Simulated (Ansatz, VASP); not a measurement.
# P in VASP and in Ansatz

```xyz
1
Lattice="4.2729 -0.0427 0.0000 -0.0427 4.2729 0.0000 0.0000 0.0000 4.3780" Properties=species:S:1:pos:R:3 pbc="T T T"
P     0.0000    0.0000    0.0000
```

Change from the starting cell: strain -0.0200 x Voigt [0, 0, 0, 0, 0, 1], atoms carried along.

Alike in both runs: task single point; functional PBEsol; k mesh 12 × 12 × 12; occupations gaussian, width 0.15 eV; no spin polarisation.

|  | VASP | Ansatz |
| --- | --- | --- |
| version | VASP 6.6.1 | Ansatz 0.2.0 |
| potentials or method | VASP PAW PBE potentials, release 64 (P), cutoff 520 eV | scalar-relativistic, plane waves, PAW |
| valence electrons in the cell | 5 | 5 |

|  | VASP | Ansatz | Ansatz less VASP |
| --- | --- | --- | --- |
| gap on the k mesh at the Fermi level (eV) | none | none | - |
| pressure (GPa) | -3.9 | -3.8 | +0.01 |
| traceless stress, the component that is largest in VASP (GPa) | 0.28 | 0.28 | 0.000 |

VASP's potentials were made for PBE, not for PBEsol. A gap of «none» marks a metal or a gap that the smearing closes.
